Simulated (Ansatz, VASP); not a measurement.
## One calculation of Si, two programs

```
CELL_PARAMETERS angstrom
0.00000 5.43000 5.43000
5.43000 0.00000 5.43000
5.43000 5.43000 0.00000
ATOMIC_POSITIONS crystal
Si 0.00085 0.99954 0.00043
Si 0.12257 0.12387 0.12294
Si 0.99644 0.99732 0.50309
Si 0.12228 0.12281 0.63184
Si 0.99606 0.50377 0.99638
Si 0.12242 0.63096 0.12272
Si 0.99651 0.50297 0.50293
Si 0.12578 0.62499 0.62392
Si 0.50282 0.99742 0.99686
Si 0.63227 0.12260 0.12236
Si 0.50261 0.99727 0.50264
Si 0.62385 0.12664 0.62435
Si 0.50272 0.50278 0.99686
Si 0.62351 0.62507 0.12608
Si 0.49938 0.50034 0.49971
Si 0.62391 0.62489 0.62435
Si 0.25062 0.24967 0.25037
```

Alike in both runs: functional PBE; k mesh 2 × 2 × 2; occupations gaussian, width 0.05 eV; no spin polarisation.

Ansatz relaxed the structure, and its values are those at the end. VASP's run is a single point on that final structure, the one shown.

|  | VASP | Ansatz |
| --- | --- | --- |
| version | VASP 6.6.1 | Ansatz 0.2.0 |
| potentials or method | VASP PAW PBE potentials, release 64 (Si), cutoff 520 eV | scalar-relativistic, plane waves, PAW |
| valence electrons in the cell | 68 | 68 |

|  | VASP | Ansatz | Ansatz less VASP |
| --- | --- | --- | --- |
| rms of the force components (eV/Å) | 0.008 | 0.008 | -0.0004 |

The k mesh is coarse, so the values compare programs but aren't converged.
